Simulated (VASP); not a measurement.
# TaN (P6/mmm) in VASP: further runs

Runs on TaN. Level: PBE. Tasks: single point, relaxation of cell and atoms.

Program: VASP 6.6.1. These are calculated values, not measurements. Logs are shortened: lines on timing, memory, paths and dates and some standing lists are left out, and cuts for length are marked.

**1. The cell of the first run**

It takes space group P6/mmm (No. 191, hexagonal). The conventional cell has a = 5.257 Å, b = 5.257 Å, c = 2.925 Å, α = 90.00°, β = 90.00°, γ = 120.00°. Ta (site symmetry 6/mmm) has 6 N at 2.63 Å and 14 Ta at 2.93 to 3.37 Å within 3.5 Å. Within 2.8 Å of Ta (site symmetry -6m2) lie 6 N at 2.11 Å. N (site symmetry mmm) has 6 Ta at 2.11 to 2.63 Å and 4 N at 2.63 Å within 2.8 Å.

**2. Single point, PBE**

File INCAR:

```
SYSTEM = TaN
PREC     = Accurate       ! precision mode
ENCUT    = 520            ! plane-wave cutoff, eV
EDIFF    = 1E-6           ! SCF threshold, eV
ISMEAR   = 0              ! smearing method
SIGMA    = 0.1            ! smearing width, eV
LREAL    = .False.        ! projectors in reciprocal space
LASPH    = .True.         ! aspherical terms in the spheres
NELM     = 80             ! most SCF steps
ALGO     = Normal         ! electronic algorithm
ISIF     = 2              ! what is computed and relaxed
LWAVE    = .False.        ! write WAVECAR
LCHARG   = .False.        ! write CHGCAR
GGA      = PE             ! functional
NBANDS   = 33             ! bands
```

File KPOINTS:

```
regular mesh
0
Gamma
  6 6 8
  0 0 0
```

File POSCAR:

```
TaN
1.0
    5.2572652788      0.0000000000      0.0000000000
   -2.6286326394      4.5529252859      0.0000000000
    0.0000000000      0.0000000000      2.9251065109
Ta N
3 3
Direct
    0.0000000000      0.0000000000      0.0000000000
    0.3333333333      0.6666666667      0.5000000000
    0.6666666667      0.3333333333      0.5000000000
    0.5000000000      0.0000000000      0.0000000000
    0.5000000000      0.5000000000      0.0000000000
    0.0000000000      0.5000000000      0.0000000000
```

Potentials or basis: VASP PAW PBE potentials, release 64 (Ta_pv, N).

Command:

```bash
cat potpaw_PBE.64/Ta_pv/POTCAR potpaw_PBE.64/N/POTCAR > POTCAR
mpirun -np 1 vasp_std > vasp.out
```

OUTCAR:

```text
SYSTEM = TaN
   PREC = Accurate
   ENCUT = 520
   EDIFF = 1E-6
   ISMEAR = 0
   LREAL = .False.
   LASPH = .True.
   NELM = 80
   ISIF = 2
   GGA = PE

 ion  position               nearest neighbor table
   1  0.000  0.000  0.000-   4 2.63   4 2.63   6 2.63   6 2.63   5 2.63   5 2.63   3 3.37   3 3.37
                             2 3.37   2 3.37   2 3.37   3 3.37   2 3.37   3 3.37   2 3.37   3 3.37
   2  0.333  0.667  0.500-   6 2.11   6 2.11   4 2.11   4 2.11   5 2.11   5 2.11   3 3.04   3 3.04
                             3 3.04   1 3.37   1 3.37   1 3.37   1 3.37   1 3.37   1 3.37
   3  0.667  0.333  0.500-   6 2.11   6 2.11   4 2.11   4 2.11   5 2.11   5 2.11   2 3.04   2 3.04
                             2 3.04   1 3.37   1 3.37   1 3.37   1 3.37   1 3.37   1 3.37
   4  0.500  0.000  0.000-   2 2.11   3 2.11   2 2.11   3 2.11   1 2.63   1 2.63
   5  0.500  0.500  0.000-   2 2.11   3 2.11   2 2.11   3 2.11   1 2.63   1 2.63
   6  0.000  0.500  0.000-   2 2.11   3 2.11   2 2.11   3 2.11   1 2.63   1 2.63

  LATTYP: Found a hexagonal cell.
 ALAT       =     5.2572652788
 C/A-ratio  =     0.5563931732

  Lattice vectors:

 A1 = (   5.2572652788,   0.0000000000,   0.0000000000)
 A2 = (  -2.6286326394,   4.5529252859,   0.0000000000)
 A3 = (   0.0000000000,   0.0000000000,   2.9251065109)

Analysis of symmetry for initial positions (statically):
=====================================================================
 Subroutine PRICEL returns:
 Original cell was already a primitive cell.

 Routine SETGRP: Setting up the symmetry group for a
 hexagonal supercell.

 Subroutine GETGRP returns: Found 24 space group operations
 (whereof 24 operations were pure point group operations)
 out of a pool of 24 trial point group operations.

The static configuration has the point symmetry D_6h.

Analysis of symmetry for dynamics (positions and initial velocities):
=====================================================================
 Subroutine PRICEL returns:
 Original cell was already a primitive cell.

 Routine SETGRP: Setting up the symmetry group for a
 hexagonal supercell.

 Subroutine GETGRP returns: Found 24 space group operations
 (whereof 24 operations were pure point group operations)
 out of a pool of 24 trial point group operations.

The dynamic configuration has the point symmetry D_6h.

 Subroutine INISYM returns: Found 24 space group operations
 (whereof 24 operations are pure point group operations),
 and found     1 'primitive' translations

----------------------------------------------------------------------------------------

                                     Primitive cell

  volume of cell :      70.0152

  direct lattice vectors                    reciprocal lattice vectors
     5.257265279  0.000000000  0.000000000     0.190212962  0.109819505  0.000000000
    -2.628632639  4.552925286  0.000000000     0.000000000  0.219639009  0.000000000
     0.000000000  0.000000000  2.925106511     0.000000000  0.000000000  0.341867893

  length of vectors
     5.257265279  5.257265279  2.925106511     0.219639009  0.219639009  0.341867893

  position of ions in fractional coordinates (direct lattice)
     0.000000000  0.000000000  0.000000000
     0.333333333  0.666666667  0.500000000
     0.666666667  0.333333333  0.500000000
     0.500000000  0.000000000  0.000000000
     0.500000000  0.500000000  0.000000000
     0.000000000  0.500000000  0.000000000

  ion indices of the primitive-cell ions
   primitive index   ion index
                 1           1
                 2           2
                 3           3
                 4           4
                 5           5
                 6           6

----------------------------------------------------------------------------------------

 KPOINTS: regular mesh

Automatic generation of k-mesh.
 Grid dimensions read from file:
 generate k-points for:    6    6    8

 Generating k-lattice:

  Cartesian coordinates                     Fractional coordinates (reciprocal lattice)
     0.031702160  0.018303251  0.000000000     0.166666667  0.000000000  0.000000000
     0.000000000  0.036606502  0.000000000     0.000000000  0.166666667  0.000000000
     0.000000000  0.000000000  0.042733487     0.000000000  0.000000000  0.125000000

  Length of vectors
     0.036606502  0.036606502  0.042733487

  Shift w.r.t. Gamma in fractional coordinates (k-lattice)
     0.000000000  0.000000000  0.000000000

 Subroutine IBZKPT returns following result:
 ===========================================

 Found     35 irreducible k-points:

 Following reciprocal coordinates:
            Coordinates               Weight
  0.000000  0.000000  0.000000      1.000000
  0.166667 -0.000000  0.000000      6.000000
  0.333333  0.000000  0.000000      6.000000
  0.500000  0.000000  0.000000      3.000000
  0.166667  0.166667  0.000000      6.000000
  0.333333  0.166667  0.000000     12.000000
[... 16 lines left out ...]
[... 53 lines left out ...]
 Gauss-broadening in eV      SIGMA  =   0.10
  energy-cutoff  :      520.00
  volume of cell :       70.02
 maximum number of plane-waves:      1906
 NGX is ok and might be reduce to    40
   NGX = 19   NGY = 19   NGZ = 11

 number of electron      48.0000003 magnetization

 Free energy of the ion-electron system (eV)
  ---------------------------------------------------
  ext. energy  EPLUGINS =         0.00000000
  ---------------------------------------------------
  free energy    TOTEN  =       -64.80277654 eV

  energy without entropy =      -64.79628828  energy(sigma->0) =      -64.79953241

 E-fermi :   7.8866     XC(G=0): -12.8741

 val. band max:        7.8829925543   @ k =   0.0000   0.0000   0.3750
 cond. band min:       7.8894444646   @ k =   0.1667  -0.0000   0.3750
 fundamental gap:      0.0064519103
 Fermi energy:         7.8865519119

 k-point     1 :       0.0000    0.0000    0.0000
  band No.  band energies     occupation
      1     -28.3601      2.00000
      2     -28.3601      2.00000
      3     -28.0052      2.00000
      4     -28.0052      2.00000
      5     -27.7912      2.00000
      6     -27.6757      2.00000
[... 25 lines left out ...]
     32      11.0178      0.00000
     33      11.0178      0.00000

 k-point     2 :       0.1667   -0.0000    0.0000
  band No.  band energies     occupation
      1     -28.3764      2.00000
      2     -28.3483      2.00000
      3     -27.9980      2.00000
      4     -27.9838      2.00000
      5     -27.7841      2.00000
      6     -27.6921      2.00000
[... 25 lines left out ...]
     32      11.1144      0.00000
     33      11.2933      0.00000

 k-point     3 :       0.3333    0.0000    0.0000
  band No.  band energies     occupation
      1     -28.4050      2.00000
      2     -28.3023      2.00000
      3     -28.0281      2.00000
      4     -27.9438      2.00000
      5     -27.7662      2.00000
      6     -27.7135      2.00000
[... 25 lines left out ...]
     32      11.1783      0.00000
     33      11.3517      0.00000

 k-point     4 :       0.5000    0.0000    0.0000
  band No.  band energies     occupation
      1     -28.4178      2.00000
      2     -28.2547      2.00000
      3     -28.0802      2.00000
      4     -27.9243      2.00000
      5     -27.7518      2.00000
      6     -27.7141      2.00000
[... 25 lines left out ...]
     32      11.4076      0.00000
     33      11.8972      0.00000

 k-point     5 :       0.1667    0.1667    0.0000
  band No.  band energies     occupation
      1     -28.3926      2.00000
      2     -28.3230      2.00000
      3     -28.0173      2.00000
      4     -27.9515      2.00000
      5     -27.7714      2.00000
      6     -27.7113      2.00000
[... 604 lines left out ...]
 k-point    22 :       0.0000    0.0000    0.3750
  band No.  band energies     occupation
      1     -28.5300      2.00000
      2     -28.3440      2.00000
      3     -28.2363      2.00000
      4     -28.2363      2.00000
      5     -27.8744      2.00000
      6     -27.8744      2.00000
[... 25 lines left out ...]
     32      11.1352      0.00000
     33      11.8591      0.00000

 k-point    23 :       0.1667   -0.0000    0.3750
  band No.  band energies     occupation
      1     -28.5227      2.00000
      2     -28.3556      2.00000
      3     -28.2440      2.00000
      4     -28.2189      2.00000
      5     -27.8914      2.00000
      6     -27.8652      2.00000
[... 25 lines left out ...]
     32      11.4972      0.00000
     33      11.7169      0.00000

 k-point    24 :       0.3333    0.0000    0.3750
  band No.  band energies     occupation
      1     -28.5018      2.00000
      2     -28.3853      2.00000
      3     -28.2584      2.00000
      4     -28.1762      2.00000
      5     -27.9365      2.00000
      6     -27.8474      2.00000
[... 25 lines left out ...]
     32      11.4234      0.00000
     33      12.2680      0.00000

 [... further k-points ...]
[... 5 lines left out ...]
  --------------------------------------------------------------------------------------
  -------------------------------------------------------------------------------------
  Total        0.3596393      0.3596393      0.4109212      0.0000000     -0.0000000      0.0000000
  in kB        8.2297309      8.2297309      9.4032285      0.0000000     -0.0000000      0.0000000
  external PRESSURE =       8.6208968 kB  Pullay stress =       0.0000000 kB

 VOLUME and BASIS-vectors are now :
 -----------------------------------------------------------------------------
  energy-cutoff  :      520.00
  volume of cell :       70.02
      direct lattice vectors                 reciprocal lattice vectors
     5.257265279  0.000000000  0.000000000     0.190212962  0.109819505  0.000000000
    -2.628632639  4.552925286  0.000000000     0.000000000  0.219639009  0.000000000
     0.000000000  0.000000000  2.925106511     0.000000000  0.000000000  0.341867893

 POSITION                                       TOTAL-FORCE (eV/Angst)
 -----------------------------------------------------------------------------------
      0.00000      0.00000      0.00000        -0.000000      0.000000      0.000000
     -0.00000      3.03528      1.46255        -0.000000      0.000000      0.000000
      2.62863      1.51764      1.46255         0.000000     -0.000000     -0.000000
      2.62863      0.00000      0.00000        -0.000000      0.000000      0.000000
      1.31432      2.27646      0.00000        -0.000000      0.000000      0.000000
     -1.31432      2.27646      0.00000        -0.000000      0.000000      0.000000
 -----------------------------------------------------------------------------------
    total drift:                               -0.000000      0.000000     -0.000000

  FREE ENERGIE OF THE ION-ELECTRON SYSTEM (eV)
  ---------------------------------------------------
  free  energy   TOTEN  =       -64.8027765396 eV

  energy  without entropy=      -64.7962882830  energy(sigma->0) =      -64.79953241
```

It took 2.1 min on 1 thread of Intel Xeon Platinum 8259CL at 2.50GHz (Skylake/Cascade Lake), shared host; peak memory 0.21 GiB.

What came out:

- Free energy: -64.8028 eV
- Pressure: 0.9 GPa
- Band gap on the k mesh: zero (band 24 reaches 8.71 eV, above the bottom of band 25 at 6.67 eV)

Stress tensor (GPa, compression positive):
```
0.82 0.00 0.00
0.00 0.82 0.00
0.00 0.00 0.94
```

Levels at points of the mesh, in eV from the Fermi level:
| k point | band 20 | band 21 | band 22 | band 23 | band 24 | band 25 | band 26 | band 27 | band 28 | band 29 |
| --- | --- | --- | --- | --- | --- | --- | --- | --- | --- | --- |
| (0.00, 0.00, 0.00) | -3.04 | -3.04 | -2.47 | -2.08 | -1.21 | -1.21 | 0.84 | 0.84 | 1.08 | 2.05 |
| (0.50, 0.00, 0.00) | -4.50 | -3.34 | -2.95 | -1.70 | -0.73 | 1.24 | 1.76 | 1.78 | 2.20 | 2.38 |
| (0.00, 0.00, 0.50) | -3.60 | -3.09 | -3.09 | -1.90 | 0.83 | 0.83 | 1.47 | 1.63 | 2.36 | 2.36 |
| (0.50, 0.00, 0.50) | -4.39 | -3.32 | -3.01 | -2.09 | -1.21 | 0.99 | 1.29 | 2.96 | 3.23 | 3.42 |

Caveat: spin-orbit coupling is left out, which moves the levels of the heavy elements.

**3. Relaxation of cell and atoms, PBE**

File INCAR:

```
ALGO     = Normal         # electronic algorithm
EDIFF    = 1E-6           # SCF threshold, eV
EDIFFG   = -0.005         # ionic threshold
ENCUT    = 600            # plane-wave cutoff, eV
GGA      = PE             # functional
IBRION   = 2              # ionic algorithm
ISIF     = 3              # what is computed and relaxed
ISMEAR   = 0              # smearing method
LASPH    = True           # aspherical terms in the spheres
LCHARG   = False          # write CHGCAR
LREAL    = False          # projectors in reciprocal space
LWAVE    = False          # write WAVECAR
NELM     = 100            # most SCF steps
NSW      = 100            # ionic steps
PREC     = Accurate       # precision mode
SIGMA    = 0.1            # smearing width, eV
```

File KPOINTS:

```
k-points
0
Gamma
  12 12 12
```

POSCAR is that of step 2.

Potentials or basis: VASP PAW PBE potentials, release 64 (Ta_pv, N).

Command:

```bash
cat potpaw_PBE.64/Ta_pv/POTCAR potpaw_PBE.64/N/POTCAR > POTCAR
mpirun -np 1 vasp_std > vasp.out
```

It took 10 min on 1 thread of Intel Xeon Platinum 8488C (Sapphire Rapids), shared host; peak memory 0.4 GiB.

It converged, with:

| Quantity | Value |
| --- | --- |
| Free energy | -64.8061 eV |
| Relaxed volume | 11.71 Å³/atom |
| Relaxed cell | a = 5.267 Å, b = 5.267 Å, c = 2.924 Å, α = 90.00°, β = 90.00°, γ = 120.00° |
| Space group after relaxing (to 0.05 Å) | P6/mmm (No. 191) |
| Energy gained by relaxing | 0.1 meV/atom |
| Ionic steps | 5 |
| Pressure after relaxing | 0.0 GPa |
| Band gap on the k mesh | zero (band 24 reaches 8.72 eV, above the bottom of band 25 at 6.64 eV) |

The path:
| step | energy change (eV) | largest force (eV/Å) | pressure (GPa) | volume (Å³) |
| --- | --- | --- | --- | --- |
| 1 | 0.0000 | 0.0000 | 0.84 | 70.02 |
| 2 | 0.0011 | 0.0000 | -1.64 | 70.64 |
| 3 | -0.0007 | 0.0000 | -0.10 | 70.25 |
| 4 | -0.0008 | 0.0000 | 0.06 | 70.25 |
| 5 | -0.0008 | 0.0000 | 0.01 | 70.25 |

Final structure:
```
Ta N
1.0
     5.26740    0.00000    0.00000
    -2.63370    4.56170    0.00000
     0.00000    0.00000    2.92378
Ta N
3 3
Direct
  0.00000 0.00000 0.00000
  0.33333 0.66667 0.50000
  0.66667 0.33333 0.50000
  0.50000 0.00000 0.00000
  0.50000 0.50000 0.00000
  0.00000 0.50000 0.00000
```

Levels at points of the mesh, in eV from the Fermi level:
```
           k point  band 22  band 23  band 24  band 25  band 26  band 27
(0.00, 0.00, 0.00)    -2.49    -2.11    -1.24    -1.24     0.84     0.84
(0.50, 0.00, 0.00)    -2.98    -1.72    -0.76     1.21     1.74     1.76
(0.00, 0.00, 0.50)    -3.11    -1.92     0.79     0.79     1.47     1.59
(0.50, 0.00, 0.50)    -3.02    -2.10    -1.24     0.97     1.25     2.93
```

Caveat: spin-orbit coupling is left out, which moves the levels of the heavy elements.

**4. Relaxation of cell and atoms, PBE, target pressure 15 GPa, at which the enthalpy is minimised**

This run uses another cell than the first one, of 11.12 Å³/atom, 0.953 times its volume.

File INCAR:

```
PREC = Accurate
ENCUT = 600
EDIFF = 1E-6
ISMEAR = 0
SIGMA = 0.1
LREAL = F
LASPH = T
NELM = 100
ALGO = Normal
ISIF = 3
LWAVE = F
LCHARG = F
GGA = PE
IBRION = 2
NSW = 70
EDIFFG = -0.008
PSTRESS = 150.0
```

File KPOINTS:

```
Automatic mesh
0
Gamma
  12 12 12
```

POSCAR, as its differences from that of step 3:

```diff
@@ -2,5 +2,5 @@
 1.0
-    5.2572652788      0.0000000000      0.0000000000
-   -2.6286326394      4.5529252859      0.0000000000
-    0.0000000000      0.0000000000      2.9251065109
+    5.1649234196      0.0000000000      0.0000000000
+   -2.5824617098      4.4729548900      0.0000000000
+    0.0000000000      0.0000000000      2.8883253300
 Ta N
```

Command:

```bash
cat potpaw_PBE.64/Ta_pv/POTCAR potpaw_PBE.64/N/POTCAR > POTCAR
mpirun -np 1 vasp_std > vasp.out
```

It took 13 min on 1 thread of AMD EPYC 7R43 (Zen 3), shared host; peak memory 0.36 GiB.

The run converged. Its results:

| Quantity | Value |
| --- | --- |
| Free energy | -64.6526 eV |
| Relaxed volume | 11.15 Å³/atom |
| Relaxed cell | a = 5.160 Å, b = 5.160 Å, c = 2.903 Å, α = 90.00°, β = 90.00°, γ = 120.00° |
| Space group after relaxing (to 0.05 Å) | P6/mmm (No. 191) |
| Energy change on relaxing (the enthalpy is what falls) | -3.7 meV/atom |
| Ionic steps | 5 |
| Pressure after relaxing | 15.0 GPa |
| Band gap on the k mesh | zero (band 24 reaches 9.31 eV, above the bottom of band 25 at 7.09 eV) |

The path:
```
step  energy change (eV)  largest force (eV/Å)  pressure (GPa)  volume (Å³)
   1              0.0000                0.0000           16.63        66.73
   2             -0.0892                0.0000            9.91        67.82
   3             -0.0339                0.0000           14.55        67.06
   4             -0.0177                0.0000           15.18        66.88
   5             -0.0223                0.0000           15.01        66.93
```

Final structure:
```yaml
crystal:
  lattice:
    - [5.15967, 0.00000, 0.00000]
    - [-2.57984, 4.46841, 0.00000]
    - [0.00000, 0.00000, 2.90283]
  atoms:
    - { symbol: Ta, position: [0.00000, 0.00000, 0.00000] }
    - { symbol: Ta, position: [0.33333, 0.66667, 0.50000] }
    - { symbol: Ta, position: [0.66667, 0.33333, 0.50000] }
    - { symbol: N, position: [0.50000, 0.00000, 0.00000] }
    - { symbol: N, position: [0.50000, 0.50000, 0.00000] }
    - { symbol: N, position: [0.00000, 0.50000, 0.00000] }
```

Levels at points of the mesh, in eV from the Fermi level:
```
           k point  band 22  band 23  band 24  band 25  band 26  band 27
(0.00, 0.00, 0.00)    -2.58    -2.11    -1.30    -1.30     0.76     0.76
(0.50, 0.00, 0.00)    -2.95    -1.75    -0.71     1.35     1.83     1.85
(0.00, 0.00, 0.50)    -3.17    -2.00     0.87     0.87     1.39     1.82
(0.50, 0.00, 0.50)    -3.22    -2.24    -1.28     1.04     1.37     3.07
```

Caveat: the cell is relaxed towards a set pressure, so the enthalpy falls and the energy may rise; spin-orbit coupling is left out, which moves the levels of the heavy elements.

**5. The runs side by side**

| task | cell | k mesh | cutoff (eV) | gap on the mesh (eV) | pressure (GPa) |
| --- | --- | --- | --- | --- | --- |
| single point | a = 5.257, b = 5.257, c = 2.925 Å, angles 90.0, 90.0, 120.0°, 6 atoms | 6 × 6 × 8 | 520 | none | 0.9 |
| relaxation of cell and atoms | relaxed from a = 5.257, b = 5.257, c = 2.925 Å, angles 90.0, 90.0, 120.0°, 6 atoms | 12 × 12 × 12 | 600 | none | 0.0 |
| relaxation of cell and atoms | relaxed to 15 GPa from a = 5.165, b = 5.165, c = 2.888 Å, angles 90.0, 90.0, 120.0°, 6 atoms | 12 × 12 × 12 | 600 | none | 15.0 |

Alike in all rows: level PBE; potentials or basis VASP PAW PBE potentials, release 64 (Ta_pv, N); no spin polarisation; smearing gaussian 0.1 eV.

Caveats: spin-orbit coupling is left out, which moves the levels of the heavy elements; the cell is relaxed towards a set pressure, so the enthalpy falls and the energy may rise (some runs).

Absolute energies hang on the potentials; compare differences alone.
